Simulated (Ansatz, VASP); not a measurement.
One calculation of Rh, two programs

```
Rh
1.0
     3.63489    0.00000    0.00000
     0.00000    3.63489    0.00000
     0.00000    0.00000    6.22877
Rh
5
Direct
  0.50000 0.00000 0.30282
  0.00000 0.50000 0.69718
  0.00000 0.50000 0.30282
  0.50000 0.00000 0.69718
  0.00000 0.00000 0.00000
```

Alike in both runs: functional PBE; k mesh 10 × 10 × 6; occupations gaussian, width 0.1 eV; no spin polarisation.

Ansatz relaxed the structure, and its values are those at the end. VASP's run is a single point on that final structure, the one shown.

```csv
,VASP,Ansatz
version,VASP 6.6.1,Ansatz 0.2.0
potentials or method,"VASP PAW PBE potentials, release 64 (Rh_pv), cutoff 520 eV","scalar-relativistic, plane waves, PAW"
valence electrons in the cell,75,85
```

Ansatz gave:

```
gap on the k mesh at the Fermi level (eV) : none
pressure (GPa)                            : 0.0
rms of the force components (eV/Å)        : 0.002
```

Task: Which values does VASP return?

Result: gap on the k mesh at the Fermi level (eV): none; pressure (GPa): 0.1; rms of the force components (eV/Å): 0.008.

A gap of «none» marks a metal or a gap that the smearing closes. With one functional, cell and mesh, what is left measures potentials, basis and numerics. VASP's potentials hold 75 valence electrons a cell and Ansatz's 85, so a difference there can come from the potentials and not from the codes.
